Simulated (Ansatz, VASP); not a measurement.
## Two plane-wave programs on Cu

```
Cu
1.0
     0.00000    1.80500    1.80500
     1.80500    0.00000    1.80500
     1.80500    1.80500    0.00000
Cu
1
Direct
  0.00000 0.00000 0.00000
```

Alike in both runs: task relaxation of cell and atoms; functional PBEsol; k mesh 26 × 26 × 26; no spin polarisation.

|  | VASP | Ansatz |
| --- | --- | --- |
| version | VASP 6.6.1 | Ansatz 0.2.0 |
| potentials or method | VASP PAW PBE potentials, release 64 (Cu) | plane-wave PAW, scalar-relativistic |
| plane-wave cutoff (eV) | 600 | 420 |
| occupations | methfessel-paxton of order 1, width 0.1 eV | cold, width 0.1 eV |
| valence electrons in the cell | 11 | 19 |

|  | VASP | Ansatz | Ansatz less VASP |
| --- | --- | --- | --- |
| relaxed volume (Å³/atom) | 11.36 | 11.31 | -0.055 |
| relaxed length of the cell vector where the two differ most in proportion (Å) | 2.524 | 2.520 | -0.0040 |

VASP's potentials were made for PBE, not for PBEsol, and Ansatz warns of the same on its side. VASP's potentials hold 11 valence electrons a cell and Ansatz's 19, so a difference there can come from the potentials and not from the codes.
